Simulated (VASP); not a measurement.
# Mg2ZnO3 (P-3m1) in VASP: single point with LDA

Aim: the single point of Mg2ZnO3 with LDA.

Everything below comes from runs of VASP 6.6.1. Logs are shortened: lines on timing, memory, paths and dates and some standing lists are left out, and cuts for length are marked.

## Step 1: The cell of the first run

Symmetry: P-3m1, No. 164, trigonal system. Conventional cell: a = 3.033 Å, b = 3.033 Å, c = 7.403 Å, α = 90.00°, β = 90.00°, γ = 120.00°. Within 2.8 Å of Mg (site symmetry 3m) lie 6 O at 2.12 to 2.14 Å. Zn (site symmetry -3m) has 6 O at 2.17 Å within 2.9 Å. O (site symmetry 3m) has 3 Mg at 2.12 Å and 3 Zn at 2.17 Å within 2.8 Å. Within 2.8 Å of O (site symmetry -3m) lie 6 Mg at 2.14 Å.

## Step 2: Single point, LDA

Contents of INCAR:

```
SYSTEM = Mg2ZnO3
PREC = Accurate
ENCUT = 600
EDIFF = 1E-6
ISMEAR = -1
SIGMA = 0.1
LREAL = .FALSE.
LASPH = .TRUE.
NELM = 120
ALGO = Normal
ISIF = 2
LWAVE = .FALSE.
LCHARG = .FALSE.
GGA = CA
NBANDS = 26
GGA_COMPAT = .FALSE.
```

Contents of KPOINTS:

```
regular mesh
0
G
  12 12 4
  0 0 0
```

Contents of POSCAR:

```
Mg2ZnO3
1.0
    3.0329990000      0.0000000000      0.0000000000
   -1.5164990000      2.6266540000      0.0000000000
    0.0000000000      0.0000000000      7.4033160000
Mg Zn O
2 1 3
Direct
    0.3333333333      0.6666666667      0.6658000000
    0.6666666667      0.3333333333      0.3342000000
    0.0000000000      0.0000000000      0.0000000000
    0.3333333333      0.6666666667      0.1726190000
    0.6666666667      0.3333333333      0.8273810000
    0.0000000000      0.0000000000      0.5000000000
```

Potentials or basis: VASP PAW LDA potentials, release 64 (Mg, Zn, O).

Started as:

```sh
$ cat potpaw_LDA.64/Mg/POTCAR potpaw_LDA.64/Zn/POTCAR potpaw_LDA.64/O/POTCAR > POTCAR
$ mpirun -np 1 vasp_std > vasp.out
```

OUTCAR:

```text
SYSTEM = Mg2ZnO3
   PREC = Accurate
   ENCUT = 600
   EDIFF = 1E-6
   ISMEAR = -1
   LREAL = .FALSE.
   LASPH = .TRUE.
   NELM = 120
   ISIF = 2
   GGA = CA

 ion  position               nearest neighbor table
   1  0.333  0.667  0.666-   5 2.12   5 2.12   5 2.12   6 2.14   6 2.14   6 2.14   2 3.02   2 3.02
                             2 3.02   3 3.03   3 3.03   3 3.03
   2  0.667  0.333  0.334-   4 2.12   4 2.12   4 2.12   6 2.14   6 2.14   6 2.14   1 3.02   1 3.02
                             1 3.02   3 3.03   3 3.03   3 3.03
   3  0.000  0.000  0.000-   4 2.17   5 2.17   4 2.17   5 2.17   5 2.17   4 2.17   1 3.03   2 3.03
                             1 3.03   2 3.03   1 3.03   2 3.03
   4  0.333  0.667  0.173-   2 2.12   2 2.12   2 2.12   3 2.17   3 2.17   3 2.17
   5  0.667  0.333  0.827-   1 2.12   1 2.12   1 2.12   3 2.17   3 2.17   3 2.17
   6  0.000  0.000  0.500-   1 2.14   2 2.14   1 2.14   2 2.14   2 2.14   1 2.14

  LATTYP: Found a hexagonal cell.
 ALAT       =     3.0329990000
 C/A-ratio  =     2.4409226643

  Lattice vectors:

 A1 = (   3.0329990000,   0.0000000000,   0.0000000000)
 A2 = (  -1.5164990000,   2.6266540000,   0.0000000000)
 A3 = (   0.0000000000,   0.0000000000,   7.4033160000)

Analysis of symmetry for initial positions (statically):
=====================================================================
 Subroutine PRICEL returns:
 Original cell was already a primitive cell.

 Routine SETGRP: Setting up the symmetry group for a
 hexagonal supercell.

 Subroutine GETGRP returns: Found 12 space group operations
 (whereof 12 operations were pure point group operations)
 out of a pool of 24 trial point group operations.

The static configuration has the point symmetry D_3d.

Analysis of symmetry for dynamics (positions and initial velocities):
=====================================================================
 Subroutine PRICEL returns:
 Original cell was already a primitive cell.

 Routine SETGRP: Setting up the symmetry group for a
 hexagonal supercell.

 Subroutine GETGRP returns: Found 12 space group operations
 (whereof 12 operations were pure point group operations)
 out of a pool of 24 trial point group operations.

The dynamic configuration has the point symmetry D_3d.

 Subroutine INISYM returns: Found 12 space group operations
 (whereof 12 operations are pure point group operations),
 and found     1 'primitive' translations

----------------------------------------------------------------------------------------

                                     Primitive cell

  volume of cell :      58.9795

  direct lattice vectors                    reciprocal lattice vectors
     3.032999000  0.000000000  0.000000000     0.329706670  0.190356185  0.000000000
    -1.516499000  2.626654000  0.000000000     0.000000000  0.380712496  0.000000000
     0.000000000  0.000000000  7.403316000     0.000000000  0.000000000  0.135074607

  length of vectors
     3.032999000  3.032998591  7.403316000     0.380712444  0.380712496  0.135074607

  position of ions in fractional coordinates (direct lattice)
     0.333333333  0.666666667  0.665800000
     0.666666667  0.333333333  0.334200000
     0.000000000  0.000000000  0.000000000
     0.333333333  0.666666667  0.172619000
     0.666666667  0.333333333  0.827381000
     0.000000000  0.000000000  0.500000000

  ion indices of the primitive-cell ions
   primitive index   ion index
                 1           1
                 2           2
                 3           3
                 4           4
                 5           5
                 6           6

----------------------------------------------------------------------------------------

 KPOINTS: regular mesh

Automatic generation of k-mesh.
 Grid dimensions read from file:
 generate k-points for:   12   12    4

 Generating k-lattice:

  Cartesian coordinates                     Fractional coordinates (reciprocal lattice)
     0.027475556  0.015863015  0.000000000     0.083333333  0.000000000  0.000000000
     0.000000000  0.031726041  0.000000000     0.000000000  0.083333333  0.000000000
     0.000000000  0.000000000  0.033768652     0.000000000  0.000000000  0.250000000

  Length of vectors
     0.031726037  0.031726041  0.033768652

  Shift w.r.t. Gamma in fractional coordinates (k-lattice)
     0.000000000  0.000000000  0.000000000

 Subroutine IBZKPT returns following result:
 ===========================================

 Found     69 irreducible k-points:

 Following reciprocal coordinates:
            Coordinates               Weight
  0.000000  0.000000  0.000000      1.000000
  0.083333  0.000000  0.000000      6.000000
  0.166667  0.000000  0.000000      6.000000
  0.250000  0.000000  0.000000      6.000000
  0.333333  0.000000  0.000000      6.000000
  0.416667  0.000000  0.000000      6.000000
[... 16 lines left out ...]
  0.166667  0.000000  0.250000      6.000000
  0.000000  0.166667  0.250000      6.000000
 [... further k-points ...]
   k-points           NKPTS =     69   k-points in BZ     NKDIM =     69   number of bands    NBANDS=     26
   number of dos      NEDOS =    301   number of ions     NIONS =      6
   total plane-waves  NPLWV =  34560
   dimension x,y,z NGX =    24 NGY =   24 NGZ =   60
   dimension x,y,z NGXF=    48 NGYF=   48 NGZF=  120
   ions per type =               2   1   3
   NGX,Y,Z   is equivalent  to a cutoff of  13.15, 13.15, 13.47 a.u.
   NGXF,Y,Z  is equivalent  to a cutoff of  26.31, 26.31, 26.95 a.u.
 SYSTEM =  Mg2ZnO3
   PREC   = accura    normal or accurate (medium, high low for compatibility)
   ISTART =      0    job   : 0-new  1-cont  2-samecut
   ICHARG =      2    charge: 1-file 2-atom 10-const
   ISPIN  =      1    spin polarized calculation?
   LNONCOLLINEAR =      F non collinear calculations
   LSORBIT =      F    spin-orbit coupling
   LASPH  =      T    aspherical Exc in radial PAW
   ENCUT  =  600.0 eV  44.10 Ry    6.64 a.u.   6.06  6.06 14.79*2*pi/ulx,y,z
   NELM   =    120;   NELMIN=  2; NELMDL= -5     # of ELM steps
   EDIFF  = 0.1E-05   stopping-criterion for ELM
   LREAL  =      F    real-space projection
   EDIFFG = 0.1E-04   stopping-criterion for IOM
   NSW    =      0    number of steps for IOM
   IBRION =     -1    ionic relax: 0-MD 1-quasi-New 2-CG
   NFREE  =      0    steps in history (QN), initial steepest desc. (CG)
   ISIF   =      2    stress and relaxation
   ISYM   =      2    0-nonsym 1-usesym 2-fastsym
   POTIM  = 0.5000    time-step for ionic-motion
   TEBEG  =    0.0;   TEEND  =   0.0 temperature during run
   PSTRESS=    0.0 pullay stress
   NELECT =      34.0000    total number of electrons
   NUPDOWN=      -1.0000    fix difference up-down
   EMIN   =  10.00;   EMAX   =-10.00  energy-range for DOS
   EFERMI =   0.00;   METHOD = LEGACY
   ISMEAR =    -1;   SIGMA  =   0.10  broadening in eV -4-tet -1-fermi 0-gaus
   EFERMI_NEDOS =   21; number of points for ismear=-14 and -15
   IALGO  =     38    algorithm
   IMIX   =      4    mixing-type and parameters
     AMIX     =   0.40;   BMIX     =  1.00
     AMIX_MAG =   1.60;   BMIX_MAG =  1.00
  volume/ion in A,a.u.               =       9.83        66.34
  Fermi-wavevector in a.u.,A,eV,Ry     =   1.362492  2.574737 25.257648  1.856385
  Thomas-Fermi vector in A             =   2.488977
   LORBIT       =      0    0 simple, 1 ext, 2 COOP (PROOUT), +10 PAW based schemes
   GGA     = CA    functional components
   LHFCALC =     F    Hartree Fock is set to
   AEXX    =    0.0000 exact exchange contribution
   IVDW    =     0    specifies the selected vdW correction
   LEPSILON=     F    determine dielectric tensor
   LRPA    =     F    only Hartree local field effects (RPA)
 non-spin polarized calculation
  energy-cutoff  :      600.00
  volume of cell :       58.98
 maximum number of plane-waves:      2004
   NGX = 13   NGY = 13   NGZ = 29

 number of electron      34.0000025 magnetization

 Free energy of the ion-electron system (eV)
  ---------------------------------------------------
  ext. energy  EPLUGINS =         0.00000000
  ---------------------------------------------------
  free energy    TOTEN  =       -37.16769715 eV

  energy without entropy =      -37.16769708  energy(sigma->0) =      -37.16769712

 E-fermi :   4.0965     XC(G=0): -11.8264

 val. band max:        2.4857542173   @ k =   0.0000   0.0000   0.5000
 cond. band min:       5.3126242477   @ k =   0.0000   0.0000   0.0000
 fundamental gap:      2.8268700304
 Fermi energy:         4.0965252551

 k-point     1 :       0.0000    0.0000    0.0000
  band No.  band energies     occupation
      1     -14.8079      2.00000
      2     -13.9577      2.00000
      3     -13.7324      2.00000
      4      -3.0860      2.00000
      5      -2.3149      2.00000
      6      -2.3149      2.00000
[... 18 lines left out ...]
     25      17.7912      0.00000
     26      17.7912      0.00000

 k-point     2 :       0.0833    0.0000    0.0000
  band No.  band energies     occupation
      1     -14.7426      2.00000
      2     -13.9222      2.00000
      3     -13.6937      2.00000
      4      -3.0158      2.00000
      5      -2.4086      2.00000
      6      -2.2907      2.00000
[... 18 lines left out ...]
     25      17.0087      0.00000
     26      17.6615      0.00000

 k-point     3 :       0.1667    0.0000    0.0000
  band No.  band energies     occupation
      1     -14.5564      2.00000
      2     -13.8241      2.00000
      3     -13.5870      2.00000
      4      -2.8309      2.00000
      5      -2.5643      2.00000
      6      -2.2338      2.00000
[... 572 lines left out ...]
 k-point    23 :       0.1667    0.0000    0.2500
  band No.  band energies     occupation
      1     -14.4952      2.00000
      2     -14.0179      2.00000
      3     -13.4503      2.00000
      4      -2.9650      2.00000
      5      -2.4809      2.00000
      6      -2.2341      2.00000
[... 18 lines left out ...]
     25      16.5792      0.00000
     26      16.8547      0.00000

 k-point    24 :       0.0000    0.1667    0.2500
  band No.  band energies     occupation
      1     -14.4963      2.00000
      2     -14.0156      2.00000
      3     -13.4515      2.00000
      4      -2.9450      2.00000
      5      -2.5162      2.00000
      6      -2.2344      2.00000
[... 18 lines left out ...]
     25      16.5061      0.00000
     26      16.8935      0.00000

 [... further k-points ...]
[... 5 lines left out ...]
  --------------------------------------------------------------------------------------
  -------------------------------------------------------------------------------------
  Total       -4.8026256     -4.8026249     -4.8685435     -0.0000009      0.0000000     -0.0000000
  in kB     -130.4631591   -130.4631409   -132.2538161     -0.0000248      0.0000000     -0.0000000
  external PRESSURE =    -131.0600387 kB  Pullay stress =       0.0000000 kB

 VOLUME and BASIS-vectors are now :
 -----------------------------------------------------------------------------
  energy-cutoff  :      600.00
  volume of cell :       58.98
      direct lattice vectors                 reciprocal lattice vectors
     3.032999000  0.000000000  0.000000000     0.329706670  0.190356185  0.000000000
    -1.516499000  2.626654000  0.000000000     0.000000000  0.380712496  0.000000000
     0.000000000  0.000000000  7.403316000     0.000000000  0.000000000  0.135074607

 POSITION                                       TOTAL-FORCE (eV/Angst)
 -----------------------------------------------------------------------------------
      0.00000      1.75110      4.92913         0.000000      0.000000      0.026177
      1.51650      0.87555      2.47419         0.000000     -0.000000     -0.026177
      0.00000      0.00000      0.00000         0.000000      0.000000      0.000000
      0.00000      1.75110      1.27795         0.000000      0.000000     -0.140831
      1.51650      0.87555      6.12536        -0.000000      0.000000      0.140831
      0.00000      0.00000      3.70166         0.000000      0.000000      0.000000
 -----------------------------------------------------------------------------------
    total drift:                               -0.000000      0.000000     -0.000000

  FREE ENERGIE OF THE ION-ELECTRON SYSTEM (eV)
  ---------------------------------------------------
  free  energy   TOTEN  =       -37.1676971487 eV

  energy  without entropy=      -37.1676970844  energy(sigma->0) =      -37.16769712
```

Run time: 3 min. Hardware: 1 thread of Intel Xeon 8259CL, shared host; peak memory 0.25 GiB.

Results:

```
Free energy            : -37.1677 eV
Pressure               : -13.1 GPa
Largest force          : 0.141 eV/Å
Band gap on the k mesh : 2.83 eV, indirect (least direct gap 2.92 eV)
```

Forces on the atoms (eV/Å):
```
Mg   0.000  0.000  0.026
Mg   0.000  0.000 -0.026
Zn   0.000  0.000  0.000
O    0.000  0.000 -0.141
O    0.000  0.000  0.141
O    0.000  0.000  0.000
```

A k mesh can miss the band edges.
